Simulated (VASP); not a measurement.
# HfGe (P4/mmm) in VASP: settings compared

Aim: see how the results for HfGe move with the level of theory and the settings. Levels: PBEsol-based global hybrid with 25 % exact exchange, B3LYP. Tasks: single point.

Everything below comes from runs of VASP 6.6.1. Logs are shortened: lines on timing, memory, paths and dates and some standing lists are left out, and cuts for length are marked.

## 1. The cell of the first run

Symmetry: P4/mmm, No. 123, tetragonal system. Conventional cell: a = 3.220 Å, b = 3.220 Å, c = 4.108 Å, α = 90.00°, β = 90.00°, γ = 90.00°. Within 3.0 Å of Hf (site symmetry 4/mmm) lie 4 Ge at 2.28 Å. Ge (site symmetry 4/mmm) has 4 Hf at 2.28 Å within 3.0 Å.

## 2. Single point, PBEsol-based global hybrid with 25 % exact exchange

The input, POSCAR:

```
HfGe
1.0
    3.2196660000      0.0000000000      0.0000000000
    0.0000000000      3.2196660000      0.0000000000
    0.0000000000      0.0000000000      4.1084277000
Hf Ge
1 1
Direct
    0.5000000000      0.5000000000      0.0000000000
    0.0000000000      0.0000000000      0.0000000000
```

The input, INCAR.step1:

```
ALGO = Normal
EDIFF = 1E-5
ENCUT = 520
GGA = PE
ISIF = 2
ISMEAR = -1
LASPH = T
LCHARG = F
LREAL = F
LWAVE = T
NBANDS = 19
NELM = 80
PREC = Accurate
SIGMA = 0.05
```

The input, INCAR.step2:

```
AEXX = 0.25
ALGO = Normal
EDIFF = 1E-6
ENCUT = 520
GGA = PS
ISIF = 2
ISMEAR = -1
ISTART = 1
LASPH = T
LCHARG = F
LHFCALC = T
LREAL = F
LWAVE = F
NBANDS = 19
NELM = 80
PREC = Accurate
PRECFOCK = Normal
SIGMA = 0.05
```

The input, KPOINTS:

```
k-points
0
Gamma
  4 4 4
```

Potentials or basis: VASP PAW PBE potentials, release 64 (Hf_pv, Ge_d).

Launch:

```bash
cat potpaw_PBE.64/Hf_pv/POTCAR potpaw_PBE.64/Ge_d/POTCAR > POTCAR
cp INCAR.step1 INCAR
mpirun -np 1 vasp_std > vasp.out
cp INCAR.step2 INCAR
mpirun -np 1 vasp_std > vasp.out
```

OUTCAR:

```text
AEXX = 0.25
   EDIFF = 1E-6
   ENCUT = 520
   GGA = PS
   ISIF = 2
   ISMEAR = -1
   ISTART = 1
   LASPH = T
   LHFCALC = T
   LREAL = F
   NELM = 80
   PREC = Accurate
   PRECFOCK = Normal

 ion  position               nearest neighbor table
   1  0.500  0.500  0.000-   2 2.28   2 2.28   2 2.28   2 2.28
   2  0.000  0.000  0.000-   1 2.28   1 2.28   1 2.28   1 2.28

  LATTYP: Found a simple tetragonal cell.
 ALAT       =     3.2196660000
 C/A-ratio  =     1.2760415832

  Lattice vectors:

 A1 = (   3.2196660000,   0.0000000000,   0.0000000000)
 A2 = (   0.0000000000,   3.2196660000,   0.0000000000)
 A3 = (   0.0000000000,   0.0000000000,   4.1084277000)

Analysis of symmetry for initial positions (statically):
=====================================================================
 Subroutine PRICEL returns:
 Original cell was already a primitive cell.

 Routine SETGRP: Setting up the symmetry group for a
 simple tetragonal supercell.

 Subroutine GETGRP returns: Found 16 space group operations
 (whereof 16 operations were pure point group operations)
 out of a pool of 16 trial point group operations.

The static configuration has the point symmetry D_4h.

Analysis of symmetry for dynamics (positions and initial velocities):
=====================================================================
 Subroutine PRICEL returns:
 Original cell was already a primitive cell.

 Routine SETGRP: Setting up the symmetry group for a
 simple tetragonal supercell.

 Subroutine GETGRP returns: Found 16 space group operations
 (whereof 16 operations were pure point group operations)
 out of a pool of 16 trial point group operations.

The dynamic configuration has the point symmetry D_4h.

 Subroutine INISYM returns: Found 16 space group operations
 (whereof 16 operations are pure point group operations),
 and found     1 'primitive' translations

----------------------------------------------------------------------------------------

                                     Primitive cell

  volume of cell :      42.5890

  direct lattice vectors                    reciprocal lattice vectors
     3.219666000  0.000000000  0.000000000     0.310591223  0.000000000  0.000000000
     0.000000000  3.219666000  0.000000000     0.000000000  0.310591223  0.000000000
     0.000000000  0.000000000  4.108427700     0.000000000  0.000000000  0.243402117

  length of vectors
     3.219666000  3.219666000  4.108427700     0.310591223  0.310591223  0.243402117

  position of ions in fractional coordinates (direct lattice)
     0.500000000  0.500000000  0.000000000
     0.000000000  0.000000000  0.000000000

  ion indices of the primitive-cell ions
   primitive index   ion index
                 1           1
                 2           2

----------------------------------------------------------------------------------------

 KPOINTS: k-points

Automatic generation of k-mesh.
 Grid dimensions read from file:
 generate k-points for:    4    4    4

 Generating k-lattice:

  Cartesian coordinates                     Fractional coordinates (reciprocal lattice)
     0.077647806  0.000000000  0.000000000     0.250000000  0.000000000  0.000000000
     0.000000000  0.077647806  0.000000000     0.000000000  0.250000000  0.000000000
     0.000000000  0.000000000  0.060850529     0.000000000  0.000000000  0.250000000

  Length of vectors
     0.077647806  0.077647806  0.060850529

  Shift w.r.t. Gamma in fractional coordinates (k-lattice)
     0.000000000  0.000000000  0.000000000

 Subroutine IBZKPT returns following result:
 ===========================================

 Found     18 irreducible k-points:

 Following reciprocal coordinates:
            Coordinates               Weight
  0.000000  0.000000  0.000000      1.000000
  0.250000  0.000000  0.000000      4.000000
  0.500000  0.000000  0.000000      2.000000
  0.250000  0.250000  0.000000      4.000000
  0.500000  0.250000  0.000000      4.000000
  0.500000  0.500000  0.000000      1.000000
[... 10 lines left out ...]
  0.500000  0.250000  0.500000      4.000000
  0.500000  0.500000  0.500000      1.000000
   k-points           NKPTS =     18   k-points in BZ     NKDIM =     64   number of bands    NBANDS=     19
   number of dos      NEDOS =    301   number of ions     NIONS =      2
   total plane-waves  NPLWV =  18432
   dimension x,y,z NGX =    24 NGY =   24 NGZ =   32
   dimension x,y,z NGXF=    48 NGYF=   48 NGZF=   64
   ions per type =               1   1
   NGX,Y,Z   is equivalent  to a cutoff of  12.39, 12.39, 12.95 a.u.
   NGXF,Y,Z  is equivalent  to a cutoff of  24.78, 24.78, 25.90 a.u.
 SYSTEM =  unknown system
   PREC   = accura    normal or accurate (medium, high low for compatibility)
   ISTART =      1    job   : 0-new  1-cont  2-samecut
   ICHARG =      0    charge: 1-file 2-atom 10-const
   ISPIN  =      1    spin polarized calculation?
   LNONCOLLINEAR =      F non collinear calculations
   LSORBIT =      F    spin-orbit coupling
   LASPH  =      T    aspherical Exc in radial PAW
   ENCUT  =  520.0 eV  38.22 Ry    6.18 a.u.   5.99  5.99  7.64*2*pi/ulx,y,z
   NELM   =     80;   NELMIN=  2; NELMDL=  0     # of ELM steps
   EDIFF  = 0.1E-05   stopping-criterion for ELM
   LREAL  =      F    real-space projection
   EDIFFG = 0.1E-04   stopping-criterion for IOM
   NSW    =      0    number of steps for IOM
   IBRION =     -1    ionic relax: 0-MD 1-quasi-New 2-CG
   NFREE  =      0    steps in history (QN), initial steepest desc. (CG)
   ISIF   =      2    stress and relaxation
   ISYM   =      3    0-nonsym 1-usesym 2-fastsym
   POTIM  = 0.5000    time-step for ionic-motion
   TEBEG  =    0.0;   TEEND  =   0.0 temperature during run
   PSTRESS=    0.0 pullay stress
   NELECT =      24.0000    total number of electrons
   NUPDOWN=      -1.0000    fix difference up-down
   EMIN   =  10.00;   EMAX   =-10.00  energy-range for DOS
   EFERMI =   0.00;   METHOD = LEGACY
   ISMEAR =    -1;   SIGMA  =   0.05  broadening in eV -4-tet -1-fermi 0-gaus
   EFERMI_NEDOS =   21; number of points for ismear=-14 and -15
   IALGO  =     38    algorithm
   IMIX   =      1    mixing-type and parameters
     AMIX     =   0.40;   BMIX     =  1.00
     AMIX_MAG =   1.60;   BMIX_MAG =  1.00
  volume/ion in A,a.u.               =      21.29       143.70
  Fermi-wavevector in a.u.,A,eV,Ry     =   1.352216  2.555318 24.878100  1.828489
  Thomas-Fermi vector in A             =   2.479573
   LORBIT       =      0    0 simple, 1 ext, 2 COOP (PROOUT), +10 PAW based schemes
   GGA     = PS    functional components
   LHFCALC =     T    Hartree Fock is set to
   PRECFOCK=normal    Normal, Fast or Accurate (Low or Medium for compatibility)
   ENCUT4O =  -1.0   cutoff for four orbital integrals eV
   NKREDX  =     1    reduce k-point grid by
   NKREDY  =     1    reduce k-point grid by
   NKREDZ  =     1    reduce k-point grid by
   AEXX    =    0.2500 exact exchange contribution
   HFSCREEN=    0.0000 screening length (either q_TF or 0.3 A-1)
   HFSCREENC=   0.0000 screening length for correlation (either q_TF or 0.3 A-1)
   ENCUTFOCK=  -1.0 apply spherical cutoff to Coloumb kernel
   IVDW    =     0    specifies the selected vdW correction
   LEPSILON=     F    determine dielectric tensor
   LRPA    =     F    only Hartree local field effects (RPA)
 non-spin polarized calculation
  energy-cutoff  :      520.00
  volume of cell :       42.59
 maximum number of plane-waves:      1171
 NGX is ok and might be reduce to    24
  NGX = 18; NGY = 18; NGZ = 24

 number of electron      23.9999991 magnetization

 Free energy of the ion-electron system (eV)
  ---------------------------------------------------
  ext. energy  EPLUGINS =         0.00000000
  ---------------------------------------------------
  free energy    TOTEN  =       -15.24996401 eV

  energy without entropy =      -15.24842178  energy(sigma->0) =      -15.24919290

 E-fermi :   4.2690     XC(G=0):  -8.3729

 val. band max:        4.0932424078   @ k =   0.2500   0.2500   0.0000
 cond. band min:       4.4119306517   @ k =   0.5000   0.5000   0.5000
 fundamental gap:      0.3186882439
 Fermi energy:         4.2690246978

 k-point     1 :       0.0000    0.0000    0.0000
  band No.  band energies     occupation
      1     -28.4580      2.00000
      2     -28.1128      2.00000
      3     -28.1128      2.00000
      4     -22.8926      2.00000
      5     -22.8174      2.00000
      6     -22.7653      2.00000
[... 11 lines left out ...]
     18      14.7778      0.00000
     19      17.0728      0.00000

 k-point     2 :       0.2500    0.0000    0.0000
  band No.  band energies     occupation
      1     -28.4960      2.00000
      2     -28.4350      2.00000
      3     -28.1986      2.00000
      4     -22.7650      2.00000
      5     -22.7024      2.00000
      6     -22.6962      2.00000
[... 11 lines left out ...]
     18      15.0985      0.00000
     19      17.4390      0.00000

 k-point     3 :       0.5000    0.0000    0.0000
  band No.  band energies     occupation
      1     -28.8479      2.00000
      2     -28.4116      2.00000
      3     -28.2803      2.00000
      4     -22.7188      2.00000
      5     -22.6999      2.00000
      6     -22.6875      2.00000
[... 11 lines left out ...]
     18      14.7190      0.00000
     19      15.2162      0.00000

 k-point     4 :       0.2500    0.2500    0.0000
  band No.  band energies     occupation
      1     -28.5597      2.00000
      2     -28.4070      2.00000
      3     -28.3790      2.00000
      4     -22.7984      2.00000
      5     -22.7255      2.00000
      6     -22.7163      2.00000
[... 11 lines left out ...]
     18      14.5029      0.00000
     19      15.8889      0.00000

 k-point     5 :       0.5000    0.2500    0.0000
  band No.  band energies     occupation
      1     -28.7346      2.00000
      2     -28.4462      2.00000
      3     -28.3774      2.00000
      4     -22.7139      2.00000
      5     -22.7102      2.00000
      6     -22.7075      2.00000
[... 11 lines left out ...]
     18      14.5225      0.00000
     19      14.7287      0.00000

 k-point     6 :       0.5000    0.5000    0.0000
  band No.  band energies     occupation
      1     -28.6153      2.00000
      2     -28.6153      2.00000
      3     -28.3419      2.00000
      4     -22.8377      2.00000
      5     -22.7486      2.00000
      6     -22.7280      2.00000
[... 11 lines left out ...]
     18      12.5666      0.00000
     19      14.2418      0.00000

 k-point     7 :       0.0000    0.0000    0.2500
  band No.  band energies     occupation
      1     -28.4812      2.00000
      2     -28.1121      2.00000
      3     -28.1121      2.00000
      4     -22.8925      2.00000
      5     -22.8173      2.00000
      6     -22.7637      2.00000
[... 11 lines left out ...]
     18      15.2693      0.00000
     19      16.5715      0.00000

 k-point     8 :       0.2500    0.0000    0.2500
  band No.  band energies     occupation
      1     -28.4951      2.00000
      2     -28.4557      2.00000
      3     -28.1981      2.00000
      4     -22.7648      2.00000
      5     -22.7027      2.00000
      6     -22.6967      2.00000
[... 124 lines left out ...]
 k-point    14 :       0.2500    0.0000    0.5000
  band No.  band energies     occupation
      1     -28.4937      2.00000
      2     -28.4736      2.00000
      3     -28.1975      2.00000
      4     -22.7646      2.00000
      5     -22.7031      2.00000
      6     -22.6971      2.00000
[... 11 lines left out ...]
     18      15.8922      0.00000
     19      15.8986      0.00000

 k-point    15 :       0.5000    0.0000    0.5000
  band No.  band energies     occupation
      1     -28.8450      2.00000
      2     -28.4440      2.00000
      3     -28.2797      2.00000
      4     -22.7182      2.00000
      5     -22.7006      2.00000
      6     -22.6883      2.00000
[... 11 lines left out ...]
     18      15.6180      0.00000
     19      17.4656      0.00000

 k-point    16 :       0.2500    0.2500    0.5000
  band No.  band energies     occupation
      1     -28.5578      2.00000
      2     -28.4416      2.00000
      3     -28.3761      2.00000
      4     -22.7971      2.00000
      5     -22.7253      2.00000
      6     -22.7175      2.00000
[... 11 lines left out ...]
     18      13.4452      0.00000
     19      17.2139      0.00000

 k-point    17 :       0.5000    0.2500    0.5000
  band No.  band energies     occupation
      1     -28.7309      2.00000
      2     -28.4438      2.00000
      3     -28.4075      2.00000
      4     -22.7151      2.00000
      5     -22.7090      2.00000
      6     -22.7087      2.00000
[... 11 lines left out ...]
     18      16.2819      0.00000
     19      16.3561      0.00000

 k-point    18 :       0.5000    0.5000    0.5000
  band No.  band energies     occupation
      1     -28.6108      2.00000
      2     -28.6108      2.00000
      3     -28.3680      2.00000
      4     -22.8376      2.00000
      5     -22.7458      2.00000
      6     -22.7296      2.00000
[... 11 lines left out ...]
     18      12.6910      0.00000
     19      16.2073      0.00000

------------------------ aborting loop because EDIFF is reached ----------------------------------------

  FORCE on cell =-STRESS in cart. coord.  units (eV):
  Direction    XX          YY          ZZ          XY          YZ          ZX
  --------------------------------------------------------------------------------------
  -------------------------------------------------------------------------------------
  Total       22.7518575     22.7518575     -0.8265835      0.0000000     -0.0000000      0.0000000
  in kB      855.9140379    855.9140379    -31.0956788      0.0000000     -0.0000000      0.0000000
  external PRESSURE =     560.2441323 kB  Pullay stress =       0.0000000 kB

 VOLUME and BASIS-vectors are now :
 -----------------------------------------------------------------------------
  energy-cutoff  :      520.00
  volume of cell :       42.59
      direct lattice vectors                 reciprocal lattice vectors
     3.219666000  0.000000000  0.000000000     0.310591223  0.000000000  0.000000000
     0.000000000  3.219666000  0.000000000     0.000000000  0.310591223  0.000000000
     0.000000000  0.000000000  4.108427700     0.000000000  0.000000000  0.243402117

 POSITION                                       TOTAL-FORCE (eV/Angst)
 -----------------------------------------------------------------------------------
      1.60983      1.60983      0.00000         0.000000      0.000000      0.000000
      0.00000      0.00000      0.00000         0.000000      0.000000      0.000000
 -----------------------------------------------------------------------------------
    total drift:                                0.000002      0.000002      0.000000

  FREE ENERGIE OF THE ION-ELECTRON SYSTEM (eV)
  ---------------------------------------------------
  free  energy   TOTEN  =       -15.2499640100 eV

  energy  without entropy=      -15.2484217830  energy(sigma->0) =      -15.24919290
```

Run time: 19 min. Hardware: 1 thread of AMD EPYC 7R13 (Zen 3), shared host; peak memory 0.15 GiB.

What came out:

```
Free energy            : -15.2500 eV
Pressure               : 56.0 GPa
Band gap on the k mesh : zero (bands 12 and 13 overlap by 4.94 eV)
```

Stress tensor (GPa, compression positive):
```
85.59  0.00  0.00
 0.00 85.59  0.00
 0.00  0.00 -3.11
```

Levels at points of the mesh, in eV from the Fermi level:
```tsv
k point	band 10	band 11	band 12	band 13	band 14	band 15
(0.00, 0.00, 0.00)	-2.26	-1.83	0.25	4.19	4.68	4.68
(0.50, 0.00, 0.00)	-6.82	-2.89	-2.58	0.72	5.23	6.35
(0.50, 0.50, 0.00)	-1.28	-1.28	1.58	1.58	1.97	3.50
(0.00, 0.00, 0.50)	-4.35	-2.13	3.92	4.05	4.05	4.21
(0.50, 0.00, 0.50)	-6.43	-4.46	-2.81	2.43	4.67	4.77
(0.50, 0.50, 0.50)	-0.55	-0.55	0.14	0.14	1.17	5.33
```

Caveat: the k points lie up to 0.49 Å⁻¹ apart, too coarse for converged energies and pressures of a metal; the PAW data sets were made with another functional, which shifts forces and pressure a little; spin-orbit coupling is left out, which moves the levels of the heavy elements.

[end of part 1 of 2]

The gap in the log of VASP goes by the Fermi energy; the results here count the filled bands.